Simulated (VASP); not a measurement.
## SrTiO3: relaxation of shape and atoms at fixed volume with PBE

Crystal: SrTiO3.

```
Sr Ti O
1.0
    -2.71907    2.71907    3.87141
     2.71907   -2.71907    3.87141
     2.71907    2.71907   -3.87141
Sr Ti O
2 2 6
Cartesian
  0.0000 2.7191 1.9357
  2.7191 0.0000 1.9357
  0.0000 0.0000 0.0000
  0.0000 0.0000 3.8714
  0.0000 0.0000 1.9357
  0.0000 0.0000 5.8071
  1.2207 3.9398 0.0000
  1.4984 1.2207 0.0000
  1.4984 -1.2207 3.8714
  1.2207 1.4984 3.8714
```

```yaml
Program: VASP 6.6.1
Task: relaxation of shape and atoms at fixed volume
Functional: PBE
Potentials_or_basis: VASP PAW PBE potentials, release 64 (Sr_sv, Ti_sv, O)
Cutoff: 600 eV
k_mesh: 8 × 8 × 8
Occupations: gaussian, width 0.02 eV
Spin: no spin polarisation
Dipole_correction: no
Further_INCAR_settings: ALGO = Normal; EDIFF = 1e-06; IBRION = 2; EDIFFG = -0.01; NSW = 50; ISIF = 4
```

```json
{"Energy gained by relaxing": "0.1 meV/atom", "Ionic steps": "7", "Pressure after relaxing": "12.4 GPa", "Band gap on the k mesh": "2.07 eV (least direct gap 2.09 eV)"}
```

Step by step:
```tsv
step	energy change (eV)	largest force (eV/Å)	pressure (GPa)	volume (Å³)
1	0.0000	0.0173	12.46	114.49
2	-0.0001	0.0182	12.49	114.49
3	-0.0001	0.0194	12.48	114.49
4	-0.0002	0.0183	12.48	114.49
5	-0.0004	0.0155	12.47	114.49
6	-0.0007	0.0104	12.44	114.49
7	-0.0008	0.0020	12.39	114.49
```

Final structure:
```
CELL_PARAMETERS angstrom
-2.71684 2.71684 3.87776
2.71684 -2.71684 3.87776
2.71684 2.71684 -3.87776
ATOMIC_POSITIONS crystal
Sr 0.75000 0.25000 0.50000
Sr 0.25000 0.75000 0.50000
Ti 0.00000 0.00000 0.00000
Ti 0.50000 0.50000 0.00000
O 0.25000 0.25000 0.00000
O 0.75000 0.75000 0.00000
O 0.72155 0.22155 0.94310
O 0.22155 0.27845 0.50000
O 0.27845 0.77845 0.05690
O 0.77845 0.72155 0.50000
```

Levels at points of the mesh, in eV from the valence-band top:
| k point | band 36 | band 37 | band 38 | band 39 | band 40 | band 41 | band 42 | band 43 | band 44 | band 45 |
| --- | --- | --- | --- | --- | --- | --- | --- | --- | --- | --- |
| (0.00, 0.00, 0.00) | -0.24 | -0.24 | -0.20 | -0.01 | -0.01 | 2.07 | 2.07 | 2.10 | 4.30 | 4.65 |
| (0.50, 0.00, 0.00) | -0.97 | -0.72 | -0.72 | -0.58 | -0.58 | 3.58 | 3.58 | 3.61 | 3.61 | 3.67 |
| (0.50, 0.50, 0.00) | -1.49 | -1.36 | -0.64 | -0.63 | -0.04 | 2.21 | 3.94 | 3.96 | 3.98 | 4.02 |
| (0.50, 0.50, 0.50) | -1.44 | -1.44 | -0.56 | -0.56 | -0.06 | 2.26 | 3.88 | 3.88 | 4.15 | 4.15 |

Wall time 50 min on 1 thread of Oxide Virtual Turin-like Processor, with other jobs on the host, peak memory 0.54 GiB.

A k mesh can miss the band edges.
